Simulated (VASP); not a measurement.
A run of VASP 6.6.1 is set up as follows.

INCAR

```
SYSTEM = SnO
PREC = Accurate
ENCUT = 600
EDIFF = 1E-6
ISMEAR = -1
SIGMA = 0.05
LREAL = .False.
LASPH = .True.
NELM = 120
ALGO = Normal
ISIF = 2
LWAVE = .False.
LCHARG = .False.
GGA = RE
IVDW = 13
NBANDS = 28
GGA_COMPAT = .False.
```

Contents of KPOINTS:

```
regular mesh
0
Gamma
  7 7 6
  0 0 0
```

File POSCAR:

```
SnO
1.0
    3.7358428604      0.0000000000      0.0000000000
    0.0000000000      3.7358428604      0.0000000000
    0.0000000000      0.0000000000      4.7871523832
Sn O
2 2
Direct
    0.5000000000      0.0000000000      0.7646261400
    0.0000000000      0.5000000000      0.2353738600
    0.0000000000      0.0000000000      0.0000000000
    0.5000000000      0.5000000000      0.0000000000
```

Potentials or basis: VASP PAW PBE potentials, release 64 (Sn_d, O).

Launch:

```console
$ cat potpaw_PBE.64/Sn_d/POTCAR potpaw_PBE.64/O/POTCAR > POTCAR
$ mpirun -np 1 vasp_std > vasp.out
```

(1) Estimate the pressure.

(2) What does it give for the band gap on the k mesh?

## Answers

(1) 8.5 GPa.

(2) 0.14 eV (least direct gap 2.04 eV).

Caveat: the cell stands under pressure; the PAW data sets were made with another functional, which shifts forces and pressure a little; spin-orbit coupling is left out, which moves the levels of the heavy elements; an odd mesh through Γ misses points on the zone boundary, where band edges can lie.
